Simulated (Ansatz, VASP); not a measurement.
One calculation of Si7Ge, two programs

```
CELL_PARAMETERS angstrom
5.73214 0.00000 0.00000
0.00000 5.73214 0.00000
0.00000 0.00000 5.18622
ATOMIC_POSITIONS crystal
Si 0.25260 0.25260 0.25260
Si 0.00000 0.50000 0.50000
Si 0.50000 0.50000 0.00000
Si 0.50000 0.00000 0.50000
Si 0.74740 0.25260 0.74740
Si 0.74740 0.74740 0.25260
Si 0.25260 0.74740 0.74740
Ge 0.00000 0.00000 0.00000
```

Change from the starting cell: strain +0.050 along x and y, -0.050 along z, atoms carried along.

Alike in both runs: task single point; functional PBEsol; k mesh 6 × 6 × 6; occupations gaussian, width 0.03 eV; no spin polarisation.

|  | VASP | Ansatz |
| --- | --- | --- |
| version | VASP 6.6.1 | Ansatz 0.2.0 |
| potentials or method | VASP PAW PBE potentials, release 64 (Si, Ge_d), cutoff 520 eV | scalar-relativistic, plane waves, PAW |
| valence electrons in the cell | 42 | 42 |

|  | VASP | Ansatz | Ansatz less VASP |
| --- | --- | --- | --- |
| gap on the k mesh at the Fermi level (eV) | none | none | - |
| pressure (GPa) | -4.0 | -4.1 | -0.06 |
| traceless stress, the component that is largest in VASP (GPa) | 4.94 | 4.94 | +0.004 |
| rms of the force components (eV/Å) | 0.010 | 0.012 | +0.0016 |

VASP's potentials were made for PBE, not for PBEsol. Atom by atom the forces differ by 0.003 eV/Å (rms over components). A gap of «none» marks a metal or a gap that the smearing closes.
